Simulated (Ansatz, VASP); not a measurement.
**CsC in VASP and in Ansatz**

Contents of INCAR:

```
SYSTEM = CsC
ALGO = Normal ; EDIFF = 1E-6
EDIFFG = -0.01 ; ENCUT = 600
GGA = PE ; IBRION = 2
ISIF = 3 ; ISMEAR = 0
ISPIN = 2 ; LASPH = .TRUE.
LCHARG = .FALSE. ; LORBIT = 11
LREAL = .FALSE. ; LWAVE = .FALSE.
MAGMOM = 0 2.65 ; NELM = 150
NSW = 100 ; PREC = Accurate
SIGMA = 0.02
```

The input KPOINTS:

```
k-points
0
G
  6 6 6
  0 0 0
```

POSCAR

```
CsC
1.0
    4.5908383110      0.0000000000      0.0000000000
   -2.2954191555      3.9757826020      0.0000000000
    0.0000000000      0.0000000000      4.2459633104
Cs C
1 1
Direct
    0.0000000000      0.0000000000      0.0000000000
    0.6666666667      0.3333333333      0.5000000000
```

Input for Ansatz:

```yaml
crystal:
  lattice:
    - [4.590838311, 0.0, 0.0]
    - [-2.2954191555, 3.975782602, 0.0]
    - [0.0, 0.0, 4.2459633104]
  atoms:
    - { symbol: Cs, position: [0.0, 0.0, 0.0] }
    - { symbol: C, position: [0.6666666667, 0.3333333333, 0.5], spin: 2.65 }
basis:
  ecutwfc: 420
kpoints:
  mp_grid: { grid: [6, 6, 6] }
hamiltonian:
  xc: pbe
scf:
  occupations: { method: gaussian, width: 0.02 }
output:
  forces: true
  stress: true
  eigenvalues: true
  populations: true
magnetization:
  spin_polarized: true
relax:
  adjacent_minimum: "off"
  f_tol: 0.01
  max_steps: 80
  cell: { stress_tol: 0.05 }
```

Alike in both runs: task relaxation of cell and atoms; functional PBE; k mesh 6 × 6 × 6; occupations gaussian, width 0.02 eV; collinear spin.

```csv
,VASP,Ansatz
version,VASP 6.6.1,Ansatz 0.2.0
potentials or method,"VASP PAW PBE potentials, release 64 (Cs_sv, C), cutoff 600 eV","scalar-relativistic, plane waves, PAW"
valence electrons in the cell,13,13
```

Ansatz gave:

| Quantity | Value |
| --- | --- |
| gap on the k mesh at the Fermi level, each at its own relaxed structure (eV) | 0.68 |
| net moment per atom (μB) | 1.50 |
| size of the moment on the site where the two differ most (μB) | 2.41 |
| relaxed volume (Å³/atom) | 39.00 |
| relaxed length of the cell vector where the two differ most in proportion (Å) | 4.214 |

Q: Estimate VASP's values.

A: gap on the k mesh at the Fermi level, each at its own relaxed structure (eV): 0.67; net moment per atom (μB): 1.50; size of the moment on the site where the two differ most (μB): 1.19; relaxed volume (Å³/atom): 39.14; relaxed length of the cell vector where the two differ most in proportion (Å): 4.220.

Site moments also hang on the region over which each program counts them.

Neither program's run includes spin-orbit coupling.
